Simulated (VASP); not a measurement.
Here is a VASP 6.6.1 calculation.

The input INCAR:

```
ALGO     = Normal         # electronic algorithm
EDIFF    = 1E-6           # SCF threshold, eV
ENCUT    = 520            # plane-wave cutoff, eV
GGA      = PE             # functional
ISIF     = 2              # what is computed and relaxed
ISMEAR   = 0              # smearing method
LASPH    = T              # aspherical terms in the spheres
LCHARG   = F              # write CHGCAR
LREAL    = F              # projectors in reciprocal space
LWAVE    = F              # write WAVECAR
NBANDS   = 21             # bands
NELM     = 100            # most SCF steps
PREC     = Accurate       # precision mode
SIGMA    = 0.1            # smearing width, eV
```

The input KPOINTS:

```
k-points
0
Gamma
  8 6 10
```

Contents of POSCAR:

```
Si
1.0
    4.8804237723      0.0000000000      0.0000000000
    0.0000000000      6.0653546793      0.0000000000
    0.0000000000      0.0000000000      3.5987971415
Si
6
Direct
    0.5000000000      0.0000000000      0.0000000000
    0.0000000000      0.5000000000      0.5000000000
    0.3085738714      0.6245365987      0.0000000000
    0.6914261286      0.3754634013      0.0000000000
    0.8085738714      0.8754634013      0.5000000000
    0.1914261286      0.1245365987      0.5000000000
```

Potentials or basis: VASP PAW PBE potentials, release 64 (Si).

Launch:

```console
$ cat potpaw_PBE.64/Si/POTCAR > POTCAR
$ mpirun -np 1 vasp_std > vasp.out
```

(1) What does it give for the pressure?

(2) Predict the band gap on the k mesh.

## Answers

(1) 0.0 GPa.

(2) zero (bands 12 and 13 overlap by 2.11 eV).
